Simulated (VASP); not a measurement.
Ru: single point with PBEsol

The system is Ru.

```
Ru
1.0
     1.75353    1.01240    2.86338
    -1.75353    1.01240    2.86338
     0.00000   -2.02481    2.86338
Ru
2
Direct
  0.25000 0.25000 0.25000
  0.75000 0.75000 0.75000
```

* Program: VASP 6.6.1
* Task: single point
* Functional: PBEsol
* Potentials or basis: VASP PAW PBE potentials, release 64 (Ru_pv)
* Cutoff: 520 eV
* k mesh: 15 × 15 × 15
* Occupations: gaussian, width 0.1 eV
* Spin: no spin polarisation

| Quantity | Value |
| --- | --- |
| Pressure | 0.0 GPa |
| Band gap on the k mesh | zero (band 14 reaches 12.69 eV, above the bottom of band 15 at 9.92 eV) |

Levels at points of the mesh, in eV from the Fermi level:
```
           k point  band 11  band 12  band 13  band 14  band 15  band 16  band 17  band 18
(0.00, 0.00, 0.00)    -5.02    -5.02     1.69     1.70     1.70     3.90     3.90     8.99
```

Wall time 93 s on 1 thread of Intel(R) Xeon(R) 6975P-C (Granite Rapids), on a shared host, peak memory 0.29 GiB.

Caveat: the PAW data sets were made with another functional, which shifts forces and pressure a little.
